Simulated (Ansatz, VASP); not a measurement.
**SnSe2 in VASP and in Ansatz**

```xyz
3
Lattice="3.8174 0.0000 0.0000 -1.9087 3.3060 0.0000 0.0000 0.0000 6.0316" Properties=species:S:1:pos:R:3 pbc="T T T"
Sn    0.0000    0.0000    0.0000
Se    1.9087    1.1020    4.4465
Se    0.0000    2.2040    1.5851
```

Alike in both runs: task single point; functional PBEsol; k mesh 12 × 12 × 6; occupations gaussian, width 0.02 eV; no spin polarisation.

|  | VASP | Ansatz |
| --- | --- | --- |
| version | VASP 6.6.1 | Ansatz 0.2.0 |
| potentials or method | VASP PAW PBE potentials, release 64 (Sn_d, Se), cutoff 520 eV | scalar-relativistic, plane waves, PAW |
| valence electrons in the cell | 26 | 46 |

```tsv
	VASP	Ansatz	Ansatz less VASP
gap on the k mesh at the Fermi level (eV)	0.35	0.36	+0.006
least direct gap on the mesh (eV)	0.85	0.86	+0.010
pressure (GPa)	0.5	0.3	-0.12
traceless stress, the component that is largest in VASP (GPa)	0.10	0.09	-0.010
rms of the force components (eV/Å)	0.008	0.001	-0.0080
```

VASP's potentials were made for PBE, not for PBEsol. Atom by atom the forces differ by 0.009 eV/Å (rms over components). VASP's potentials hold 26 valence electrons a cell and Ansatz's 46, so a difference there can come from the potentials and not from the codes.
